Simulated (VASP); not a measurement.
Wanted: the native input for a VASP 6.6.1 run.

| Quantity | Value |
| --- | --- |
| Task | single point |
| Functional | RPBE |
| Potentials or basis | VASP PAW PBE potentials, release 64 (Ga_d) |
| Cutoff | 520 eV |
| k mesh | 9 × 9 × 12 |
| Occupations | fermi-dirac, width 0.1 eV |
| Spin | no spin polarisation |
| Dipole correction | no |
| Further INCAR settings | ALGO = Normal; EDIFF = 1e-06; NBANDS = 26 |

The structure of Ga lies in POSCAR:

```
Ga
1.0
    4.8889732004      0.0000000000      0.0000000000
   -2.4444866002      4.2339749900      0.0000000000
    0.0000000000      0.0000000000      3.1391005606
Ga
3
Direct
    0.0000000000      0.0000000000      0.0000000000
    0.3333333333      0.6666666667      0.5000000000
    0.6666666667      0.3333333333      0.5000000000
```

This cell differs from its parent crystal: volume scaled by 1.08.

One way to write it, as run:

INCAR

```
ALGO = Normal ; EDIFF = 1E-6
ENCUT = 520 ; GGA = RP
ISIF = 2 ; ISMEAR = -1
LASPH = True ; LCHARG = False
LREAL = False ; LWAVE = False
NBANDS = 26 ; NELM = 80
PREC = Accurate ; SIGMA = 0.1
```

KPOINTS

```
k-points
0
Gamma
  9 9 12
```

Potentials or basis: VASP PAW PBE potentials, release 64 (Ga_d).

Run with:

```bash
$ cat potpaw_PBE.64/Ga_d/POTCAR > POTCAR
$ mpirun -np 1 vasp_std > vasp.out
```

Results of the run:

```
Pressure : -2.3 GPa
```

Caveat: the PAW data sets were made with another functional, which shifts forces and pressure a little.

Run time: 72 s on 1 thread of Intel Xeon 6975P-C, on a shared host, peak memory 0.25 GiB.
